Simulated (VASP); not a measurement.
# AlNi (Cm) in VASP: a series of runs

Runs on AlNi. Level: PBE. Tasks: single point.

All numbers are computed with VASP 6.6.1; they aren't measurements. Logs are shortened: lines on timing, memory, paths and dates and some standing lists are left out, and cuts for length are marked.

## (1) The cell of the first run

The structure is monoclinic, space group Cm (No. 8). Conventional cell: a = 4.091 Å, b = 4.091 Å, c = 9.004 Å, α = 90.00°, β = 94.34°, γ = 90.00°. Within 3.3 Å of Al (site symmetry m) lie 8 Ni at 2.51 Å and 6 Al at 2.89 to 3.26 Å. Within 2.9 Å of Al (site symmetry m) lie 7 Ni at 2.22 to 2.77 Å and 5 Al at 2.89 Å. Within 3.3 Å of Al (site symmetry m) lie 8 Ni at 2.51 Å and 6 Al at 2.89 Å. Ni (site symmetry m) has 7 Al at 2.22 to 2.77 Å and 5 Ni at 2.89 Å within 2.9 Å. Ni (site symmetry m) has 8 Al at 2.51 Å and 6 Ni at 2.89 to 3.26 Å within 3.3 Å. Ni (site symmetry m) has 8 Al at 2.51 Å and 6 Ni at 2.89 Å within 3.3 Å.

## (2) Single point, PBE

The input, INCAR:

```
SYSTEM = AlNi
PREC     = Accurate       ! precision mode
ENCUT    = 520            ! plane-wave cutoff, eV
EDIFF    = 1E-7           ! SCF threshold, eV
ISMEAR   = 0              ! smearing method
SIGMA    = 0.15           ! smearing width, eV
LREAL    = .False.        ! projectors in reciprocal space
LASPH    = .True.         ! aspherical terms in the spheres
NELM     = 100            ! most SCF steps
ALGO     = Fast           ! electronic algorithm
ISIF     = 2              ! what is computed and relaxed
LWAVE    = .False.        ! write WAVECAR
LCHARG   = .False.        ! write CHGCAR
GGA      = PE             ! functional
NBANDS   = 28             ! bands
```

The input, KPOINTS:

```
Automatic mesh
0
Gamma
  15 15 5
  0 0 0
```

The input, POSCAR:

```
AlNi
1.0
    0.0000000000     -2.8927237813      0.0000000000
    0.0000000000      0.0000000000     -2.8927237813
    8.9781713440     -0.4821206302     -0.4821206302
Al Ni
3 3
Direct
    0.8791767971     -0.1208232029      0.7249392174
    0.9865751997     -0.0134248003      0.0805488019
    0.9328759984     -0.0671240016      0.4027440097
    0.3523271965      0.3523271965      0.8860368213
    0.4597255990      0.4597255990      0.2416464058
    0.4060263977      0.4060263977      0.5638416136
```

Potentials or basis: VASP PAW PBE potentials, release 64 (Al, Ni).

The run is started by

```
$ cat potpaw_PBE.64/Al/POTCAR potpaw_PBE.64/Ni/POTCAR > POTCAR
$ mpirun -np 1 vasp_std > vasp.out
```

OUTCAR:

```text
SYSTEM = AlNi
   PREC = Accurate
   ENCUT = 520
   EDIFF = 1E-7
   ISMEAR = 0
   LREAL = .False.
   LASPH = .True.
   NELM = 100
   ISIF = 2
   GGA = PE

 ion  position               nearest neighbor table
   1  0.879  0.879  0.725-   6 2.51   6 2.51   6 2.51   6 2.51   4 2.51   4 2.51   4 2.51   4 2.51
                             3 2.89   2 3.26
   2  0.987  0.987  0.081-   4 2.22   5 2.51   5 2.51   5 2.51   5 2.51   4 2.77   4 2.77   3 2.89
                             1 3.26
   3  0.933  0.933  0.403-   6 2.51   5 2.51   6 2.51   6 2.51   5 2.51   5 2.51   5 2.51   6 2.51
                             1 2.89   2 2.89
   4  0.352  0.352  0.886-   2 2.22   1 2.51   1 2.51   1 2.51   1 2.51   2 2.77   2 2.77   6 2.89

   5  0.460  0.460  0.242-   2 2.51   3 2.51   2 2.51   2 2.51   3 2.51   3 2.51   3 2.51   2 2.51
                             6 2.89
   6  0.406  0.406  0.564-   1 2.51   1 2.51   1 2.51   1 2.51   3 2.51   3 2.51   3 2.51   3 2.51
                             4 2.89   5 2.89

  LATTYP: Found a base centered monoclinic cell.
 ALAT       =     4.0909292037
 B/A-ratio  =     1.0000000000
 C/A-ratio  =     2.2009727297
 COS(beta)  =    -0.0757240944

  Lattice vectors:

 A1 = (   0.0000000000,   2.8927237813,   0.0000000000)
 A2 = (   0.0000000000,   0.0000000000,   2.8927237813)
 A3 = (   8.9781713440,  -0.4821206302,  -0.4821206302)

Analysis of symmetry for initial positions (statically):
=====================================================================
 Subroutine PRICEL returns:
 Original cell was already a primitive cell.

 Routine SETGRP: Setting up the symmetry group for a
 base centered monoclinic supercell.

 Subroutine GETGRP returns: Found  2 space group operations
 (whereof  2 operations were pure point group operations)
 out of a pool of  4 trial point group operations.

The static configuration has the point symmetry C_1h.

Analysis of symmetry for dynamics (positions and initial velocities):
=====================================================================
 Subroutine PRICEL returns:
 Original cell was already a primitive cell.

 Routine SETGRP: Setting up the symmetry group for a
 base centered monoclinic supercell.

 Subroutine GETGRP returns: Found  2 space group operations
 (whereof  2 operations were pure point group operations)
 out of a pool of  4 trial point group operations.

The dynamic configuration has the point symmetry C_1h.

 Subroutine INISYM returns: Found  2 space group operations
 (whereof  2 operations are pure point group operations),
 and found     1 'primitive' translations

----------------------------------------------------------------------------------------

                                     Primitive cell

  volume of cell :      75.1280

  direct lattice vectors                    reciprocal lattice vectors
     0.000000000 -2.892723781  0.000000000    -0.018563543 -0.345694949  0.000000000
     0.000000000  0.000000000 -2.892723781    -0.018563543  0.000000000 -0.345694949
     8.978171344 -0.482120630 -0.482120630     0.111381256  0.000000000  0.000000000

  length of vectors
     2.892723781  2.892723781  9.004023616     0.346193014  0.346193014  0.111381256

  position of ions in fractional coordinates (direct lattice)
     0.879176797  0.879176797  0.724939217
     0.986575200  0.986575200  0.080548802
     0.932875998  0.932875998  0.402744010
     0.352327196  0.352327196  0.886036821
     0.459725599  0.459725599  0.241646406
     0.406026398  0.406026398  0.563841614

  ion indices of the primitive-cell ions
   primitive index   ion index
                 1           1
                 2           2
                 3           3
                 4           4
                 5           5
                 6           6

----------------------------------------------------------------------------------------

 KPOINTS: Automatic mesh

Automatic generation of k-mesh.
 Grid dimensions read from file:
 generate k-points for:   15   15    5

 Generating k-lattice:

  Cartesian coordinates                     Fractional coordinates (reciprocal lattice)
    -0.001237570 -0.023046330  0.000000000     0.066666667  0.000000000  0.000000000
    -0.001237570  0.000000000 -0.023046330     0.000000000  0.066666667  0.000000000
     0.022276251  0.000000000  0.000000000     0.000000000  0.000000000  0.200000000

  Length of vectors
     0.023079534  0.023079534  0.022276251

  Shift w.r.t. Gamma in fractional coordinates (k-lattice)
     0.000000000  0.000000000  0.000000000

 Subroutine IBZKPT returns following result:
 ===========================================

 Found    304 irreducible k-points:

 Following reciprocal coordinates:
            Coordinates               Weight
  0.000000  0.000000  0.000000      1.000000
  0.066667  0.000000 -0.000000      4.000000
  0.133333  0.000000  0.000000      4.000000
  0.200000  0.000000  0.000000      4.000000
  0.266667  0.000000  0.000000      4.000000
  0.333333  0.000000  0.000000      4.000000
[... 16 lines left out ...]
  0.133333  0.133333  0.000000      2.000000
  0.200000  0.133333  0.000000      4.000000
 [... further k-points ...]
   k-points           NKPTS =    304   k-points in BZ     NKDIM =    304   number of bands    NBANDS=     28
   number of dos      NEDOS =    301   number of ions     NIONS =      6
   total plane-waves  NPLWV =  40320
   dimension x,y,z NGX =    24 NGY =   24 NGZ =   70
   dimension x,y,z NGXF=    48 NGYF=   48 NGZF=  140
   ions per type =               3   3
   NGX,Y,Z   is equivalent  to a cutoff of  13.79, 13.79, 12.92 a.u.
   NGXF,Y,Z  is equivalent  to a cutoff of  27.59, 27.59, 25.85 a.u.
 SYSTEM =  AlNi
   PREC   = accura    normal or accurate (medium, high low for compatibility)
   ISTART =      0    job   : 0-new  1-cont  2-samecut
   ICHARG =      2    charge: 1-file 2-atom 10-const
   ISPIN  =      1    spin polarized calculation?
   LNONCOLLINEAR =      F non collinear calculations
   LSORBIT =      F    spin-orbit coupling
   LASPH  =      T    aspherical Exc in radial PAW
   ENCUT  =  520.0 eV  38.22 Ry    6.18 a.u.   5.38  5.38 16.74*2*pi/ulx,y,z
   NELM   =    100;   NELMIN=  2; NELMDL= -5     # of ELM steps
   EDIFF  = 0.1E-06   stopping-criterion for ELM
   LREAL  =      F    real-space projection
   EDIFFG = 0.1E-05   stopping-criterion for IOM
   NSW    =      0    number of steps for IOM
   IBRION =     -1    ionic relax: 0-MD 1-quasi-New 2-CG
   NFREE  =      0    steps in history (QN), initial steepest desc. (CG)
   ISIF   =      2    stress and relaxation
   ISYM   =      2    0-nonsym 1-usesym 2-fastsym
   POTIM  = 0.5000    time-step for ionic-motion
   TEBEG  =    0.0;   TEEND  =   0.0 temperature during run
   PSTRESS=    0.0 pullay stress
   NELECT =      39.0000    total number of electrons
   NUPDOWN=      -1.0000    fix difference up-down
   EMIN   =  10.00;   EMAX   =-10.00  energy-range for DOS
   EFERMI =   0.00;   METHOD = LEGACY
   ISMEAR =     0;   SIGMA  =   0.15  broadening in eV -4-tet -1-fermi 0-gaus
   EFERMI_NEDOS =   21; number of points for ismear=-14 and -15
   IALGO  =     68    algorithm
   IMIX   =      4    mixing-type and parameters
     AMIX     =   0.40;   BMIX     =  1.00
     AMIX_MAG =   1.60;   BMIX_MAG =  1.00
  volume/ion in A,a.u.               =      12.52        84.50
  Fermi-wavevector in a.u.,A,eV,Ry     =   1.315717  2.486344 23.553192  1.731111
  Thomas-Fermi vector in A             =   2.445880
   LORBIT       =      0    0 simple, 1 ext, 2 COOP (PROOUT), +10 PAW based schemes
   GGA     = PE    functional components
   LHFCALC =     F    Hartree Fock is set to
   AEXX    =    0.0000 exact exchange contribution
   IVDW    =     0    specifies the selected vdW correction
   LEPSILON=     F    determine dielectric tensor
   LRPA    =     F    only Hartree local field effects (RPA)
 non-spin polarized calculation
 RMM-DIIS sequential band-by-band and
 Gauss-broadening in eV      SIGMA  =   0.15
  energy-cutoff  :      520.00
  volume of cell :       75.13
 maximum number of plane-waves:      2050
 NGX is ok and might be reduce to    24
   NGX = 11   NGY = 11   NGZ = 33

 number of electron      39.0000019 magnetization

 Free energy of the ion-electron system (eV)
  ---------------------------------------------------
  ext. energy  EPLUGINS =         0.00000000
  ---------------------------------------------------
  free energy    TOTEN  =       -31.07690814 eV

  energy without entropy =      -31.05018994  energy(sigma->0) =      -31.06354904

 E-fermi :   9.3915     XC(G=0): -11.8099

 val. band max:        9.3838117313   @ k =   0.4667   0.2667   0.0000
 cond. band min:       9.3944465187   @ k =  -0.4667   0.4000   0.2000
 fundamental gap:      0.0106347874
 Fermi energy:         9.3915171408

 k-point     1 :       0.0000    0.0000    0.0000
  band No.  band energies     occupation
      1      -1.4442      2.00000
      2       0.2854      2.00000
      3       0.6898      2.00000
      4       4.9007      2.00000
      5       5.1830      2.00000
      6       6.2955      2.00000
[... 20 lines left out ...]
     27      17.3696      0.00000
     28      17.6340      0.00000

 k-point     2 :       0.0667    0.0000   -0.0000
  band No.  band energies     occupation
      1      -1.3631      2.00000
      2       0.3577      2.00000
      3       0.7686      2.00000
      4       4.9434      2.00000
      5       5.2318      2.00000
      6       6.2953      2.00000
[... 20 lines left out ...]
     27      17.2264      0.00000
     28      17.8889      0.00000

 k-point     3 :       0.1333    0.0000    0.0000
  band No.  band energies     occupation
      1      -1.1206      2.00000
      2       0.5737      2.00000
      3       1.0024      2.00000
      4       5.0684      2.00000
      5       5.3685      2.00000
      6       6.2716      2.00000
[... 616 lines left out ...]
      3       1.3376      2.00000
      4       5.1899      2.00000
      5       5.5765      2.00000
      6       6.3134      2.00000
[... 20 lines left out ...]
     27      16.0446      0.00000
     28      18.0780      0.00000

 k-point    24 :       0.2000    0.1333    0.0000
  band No.  band energies     occupation
      1      -0.4007      2.00000
      2       1.1775      2.00000
      3       1.7208      2.00000
      4       5.3666      2.00000
      5       5.7634      2.00000
      6       6.2542      2.00000
[... 20 lines left out ...]
     27      15.9784      0.00000
     28      17.5938      0.00000

 [... further k-points ...]

------------------------ aborting loop because EDIFF is reached ----------------------------------------

  FORCE on cell =-STRESS in cart. coord.  units (eV):
  Direction    XX          YY          ZZ          XY          YZ          ZX
  --------------------------------------------------------------------------------------
  -------------------------------------------------------------------------------------
  Total        0.1706779     -0.8124592     -0.8124592      2.0363001      0.8762035      2.0363001
  in kB        3.6398707    -17.3264783    -17.3264783     43.4260712     18.6858881     43.4260718
  external PRESSURE =     -10.3376953 kB  Pullay stress =       0.0000000 kB

 VOLUME and BASIS-vectors are now :
 -----------------------------------------------------------------------------
  energy-cutoff  :      520.00
  volume of cell :       75.13
      direct lattice vectors                 reciprocal lattice vectors
     0.000000000 -2.892723781  0.000000000    -0.018563543 -0.345694949  0.000000000
     0.000000000  0.000000000 -2.892723781    -0.018563543  0.000000000 -0.345694949
     8.978171344 -0.482120630 -0.482120630     0.111381256  0.000000000  0.000000000

 POSITION                                       TOTAL-FORCE (eV/Angst)
 -----------------------------------------------------------------------------------
      6.50863     -2.89272     -2.89272         0.409253     -0.117070     -0.117070
      0.72318     -2.89272     -2.89272         0.292833      0.881911      0.881911
      3.61590     -2.89272     -2.89272        -0.030302      0.024241      0.024241
      7.95499     -1.44636     -1.44636        -0.729076     -0.787234     -0.787234
      2.16954     -1.44636     -1.44636         0.083711      0.022121      0.022121
      5.06227     -1.44636     -1.44636        -0.026418     -0.023969     -0.023969
 -----------------------------------------------------------------------------------
    total drift:                               -0.000102      0.000211      0.000211

  FREE ENERGIE OF THE ION-ELECTRON SYSTEM (eV)
  ---------------------------------------------------
  free  energy   TOTEN  =       -31.0769081389 eV

  energy  without entropy=      -31.0501899363  energy(sigma->0) =      -31.06354904
```

Run time: 7.3 min. Hardware: 1 thread of AMD EPYC 9R45 (Zen 5), shared host; peak memory 0.56 GiB.

What came out:

```yaml
Free_energy: -31.0769 eV
Pressure: -1.0 GPa
Largest_force: 1.331 eV/Å
Band_gap_on_the_k_mesh: zero (an odd number of electrons rules out a gap without spin polarisation)
```

Forces in eV/Å, atoms in the order of the input:
```
Al   0.409 -0.117 -0.117
Al   0.293  0.882  0.882
Al  -0.030  0.024  0.024
Ni  -0.729 -0.787 -0.787
Ni   0.084  0.022  0.022
Ni  -0.026 -0.024 -0.024
```

Caveat: forces of over 1 eV/Å act on the atoms, so gaps and moduli don't describe the material at rest.

## (3) Single point, PBE

The input, INCAR:

```
SYSTEM = AlNi
  PREC = Accurate
  ENCUT = 520
  EDIFF = 1E-6
  ISMEAR = 0
  SIGMA = 0.15
  LREAL = .False.
  LASPH = .True.
  NELM = 60
  ALGO = Fast
  ISIF = 2
  LWAVE = .False.
  LCHARG = .False.
  GGA = PE
  NBANDS = 28
```

The input, KPOINTS:

```
regular mesh
0
Gamma
  15 15 5
  0 0 0
```

The input, POSCAR:

```
AlNi
1.0
    0.0000000000     -2.8927237813      0.0000000000
    0.0000000000      0.0000000000     -2.8927237813
    8.9781713440     -1.2053015755     -1.2053015755
Al Ni
3 3
Direct
    0.6979419927     -0.3020580073      0.7249392174
    0.9664379992     -0.0335620008      0.0805488019
    0.8321899960     -0.1678100040      0.4027440097
    0.1308179911      0.1308179911      0.8860368213
    0.3993139976      0.3993139976      0.2416464058
    0.2650659944      0.2650659944      0.5638416136
```

Potentials or basis: VASP PAW PBE potentials, release 64 (Al, Ni).

The run is started by

```
$ cat potpaw_PBE.64/Al/POTCAR potpaw_PBE.64/Ni/POTCAR > POTCAR
$ mpirun -np 1 vasp_std > vasp.out
```

Run time: 7.2 min. Hardware: 1 thread of AMD EPYC 9R45 (Zen 5), shared host; peak memory 0.56 GiB.

The run converged. Its results:

```yaml
Free_energy: -28.4209 eV
Pressure: 11.2 GPa
Largest_force: 10.500 eV/Å
Band_gap_on_the_k_mesh: zero (an odd number of electrons rules out a gap without spin polarisation)
```

Forces in eV/Å, atoms in the order of the input:
```
Al    0.282  -0.090  -0.090
Al    9.640   1.650   1.650
Al    0.015   0.018   0.018
Ni  -10.245  -1.629  -1.629
Ni    0.438   0.069   0.069
Ni   -0.131  -0.019  -0.019
```

Stress tensor (GPa, compression positive):
```
38.38  7.35  7.35
 7.35 -2.41  0.93
 7.35  0.93 -2.41
```

Levels at points of the mesh, in eV from the Fermi level:
```csv
k point,band 16,band 17,band 18,band 19,band 20,band 21,band 22,band 23
"(0.00, 0.00, 0.00)",-1.57,-1.52,-1.36,-1.22,-0.24,4.69,5.99,5.99
```

Caveat: the cell stands under pressure; forces of over 1 eV/Å act on the atoms, so gaps and moduli don't describe the material at rest.

[end of part 1 of 2]
